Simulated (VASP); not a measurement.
Runs of VASP 6.6.1 on Cs. The structure is that of space group P6_3/mmc (No. 194), or close to it. The cells are those of the table. 

```csv
cell,k mesh,gap on the mesh (eV),pressure (GPa)
"a = 5.374, b = 5.374, c = 8.788 Å, angles 90.0, 90.0, 120.0°, 2 atoms",8 × 8 × 4,none,(a)
"a = 5.824, b = 5.824, c = 9.523 Å, angles 90.0, 90.0, 120.0°, 2 atoms",8 × 8 × 4,none,-0.1
"a = 5.608, b = 5.608, c = 9.170 Å, angles 90.0, 90.0, 120.0°, 2 atoms",8 × 8 × 4,none,0.0
"a = 5.682, b = 5.682, c = 9.291 Å, angles 90.0, 90.0, 120.0°, 2 atoms",8 × 8 × 4,none,-0.1
"a = 5.608, b = 5.608, c = 9.170 Å, angles 90.0, 90.0, 120.0°, 2 atoms",11 × 11 × 6,none,0.0
"a = 5.532, b = 5.532, c = 9.046 Å, angles 90.0, 90.0, 120.0°, 2 atoms",8 × 8 × 4,none,0.1
"a = 5.754, b = 5.754, c = 9.409 Å, angles 90.0, 90.0, 120.0°, 2 atoms",8 × 8 × 4,none,-0.1
"a = 5.454, b = 5.454, c = 8.919 Å, angles 90.0, 90.0, 120.0°, 2 atoms",8 × 8 × 4,none,0.2
```

Alike in all rows: task single point; level BLYP; potentials or basis VASP PAW PBE potentials, release 64 (Cs_sv); no spin polarisation; cutoff (eV) 520; smearing fermi-dirac 0.1 eV.

Question: Estimate the missing entries.

Answer: (a) 0.3.

Caveats: the PAW data sets were made with another functional, which shifts forces and pressure a little; spin-orbit coupling is left out, which moves the levels of the heavy elements.

A k mesh can miss the band edges, and the runs leave out spin-orbit coupling on Cs.

A gap of «none» marks levels without a gap at the run's occupations.
